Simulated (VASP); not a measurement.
A run of VASP 6.6.1:

The input INCAR:

```
SYSTEM = Cu
PREC = Accurate ; ENCUT = 520
EDIFF = 1E-6 ; ISMEAR = 0
SIGMA = 0.1 ; LREAL = .False.
LASPH = .True. ; NELM = 80
ALGO = Normal ; ISIF = 2
LWAVE = .False. ; LCHARG = .False.
LDIPOL = .True. ; IDIPOL = 3
DIPOL = 0.5 0.5 0.500 ; GGA = PS
IBRION = 2 ; NSW = 80
EDIFFG = -0.02 ; LUSENCCL = .False.
```

KPOINTS

```
Automatic mesh
0
Gamma
  15 15 1
  0 0 0
```

Contents of POSCAR:

```
Cu
1.0
    2.5205910253      0.0000000000      0.0000000000
   -1.2602955127      2.1828958605      0.0000000000
    0.0000000000      0.0000000000     25.2913081671
Cu
6
Direct
    0.6666666667      0.3333333333      0.2965445658
    0.3333333333      0.6666666667      0.3779267395
    0.6666666667      0.3333333333      0.4593089132
    0.3333333333      0.6666666667      0.5406910868
    0.6666666667      0.3333333333      0.6220732605
    0.3333333333      0.6666666667      0.7034554342
```

Potentials or basis: VASP PAW PBE potentials, release 64 (Cu).

Launch:

```sh
$ cat potpaw_PBE.64/Cu/POTCAR > POTCAR
$ mpirun -np 1 vasp_std > vasp.out
```

Hardware: 1 × NVIDIA H100 80GB with 1 thread of Intel(R) Xeon(R) Platinum 8481C CPU @ 2.70GHz (Sapphire Rapids), with other jobs on the host.

Q: Estimate the wall time of this run.

A: Wall time 4.6 min on 1 × NVIDIA H100 80GB with 1 thread of Intel(R) Xeon(R) Platinum 8481C CPU @ 2.70GHz (Sapphire Rapids), with other jobs on the host, peak memory 1.3 GiB. Counts: scf iterations 39, k points 27, ion steps 3.
